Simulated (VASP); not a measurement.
The system is MnPt2.

```
CELL_PARAMETERS angstrom
2.85840 0.00000 0.00000
-1.42920 2.47545 0.00000
0.00000 0.00000 6.53250
ATOMIC_POSITIONS crystal
Pt 0.66667 0.33333 0.31621
Pt 0.33333 0.66667 0.68379
Mn 0.00000 0.00000 0.00000
```

Program: VASP 6.6.1. Alike in all runs: task single point; potentials or basis VASP PAW PBE potentials, release 64 (Pt, Mn_pv); spin collinear, ferromagnetic start; cell as given.

**Question.** Order these runs on this cell by their pressure, lowest first.
A. level PBE; k mesh 11 × 11 × 4; cutoff (eV) 520; smearing gaussian 0.017 eV
B. level PBE0; k mesh 6 × 6 × 2; cutoff (eV) 400; smearing fermi-dirac 0.05 eV; grid for exact exchange (PRECFOCK) Normal; share of exact exchange 0.25
C. level B3LYP; k mesh 6 × 6 × 2; cutoff (eV) 400; smearing fermi-dirac 0.05 eV; grid for exact exchange (PRECFOCK) Normal; share of exact exchange 0.2

**Answer.** B (-2.5 GPa), A (-0.4 GPa), C (7.3 GPa).

Caveats: some runs use coarse meshes; the PAW data sets were made with another functional, which shifts forces and pressure a little (at least some runs).
